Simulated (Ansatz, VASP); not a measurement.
**HgTe: VASP beside Ansatz**

```
Hg Te
1.0
    -0.03223    3.20738    3.20738
     3.20738   -0.03223    3.20738
     3.20738    3.20738   -0.03223
Hg Te
1 1
Direct
  0.00000 0.00000 0.00000
  0.75000 0.75000 0.75000
```

Change from the starting cell: equal xy, yz and zx shear strains of -1 %, PAW files.

Alike in both runs: task electric field gradients; functional LDA; k mesh 11 × 11 × 11; occupations fermi-dirac, width 0.03 eV; no spin polarisation.

|  | VASP | Ansatz |
| --- | --- | --- |
| version | VASP 6.6.1 | Ansatz 0.2.0 |
| potentials or method | VASP PAW LDA potentials, release 64 (Hg, Te) | PAW with Ansatz's default frozen-core files, scalar-relativistic |
| plane-wave cutoff (eV) | 520 | 420 |
| valence electrons in the cell | 18 | 36 |

Ansatz gave:

```
pressure (GPa)                                                : -0.2
traceless stress, the component that is largest in VASP (GPa) : 0.41
rms of the force components (eV/Å)                            : 0.056
size of Vzz on the site where it differs most (V/Å²)          : 23.0
```

**Question.** Which values does VASP return?

**Answer.** Pressure (GPa): 0.0; traceless stress, the component that is largest in VASP (GPa): 0.43; rms of the force components (eV/Å): 0.060; size of Vzz on the site where it differs most (V/Å²): 28.4.

LDA's correlation is that of Perdew and Zunger in VASP and of Perdew and Wang (1992) in Ansatz. Atom by atom the forces differ by 0.004 eV/Å (rms over components). VASP's potentials hold 18 valence electrons a cell and Ansatz's 36, so a difference there can come from the potentials and not from the codes.

Neither program's run includes spin-orbit coupling.
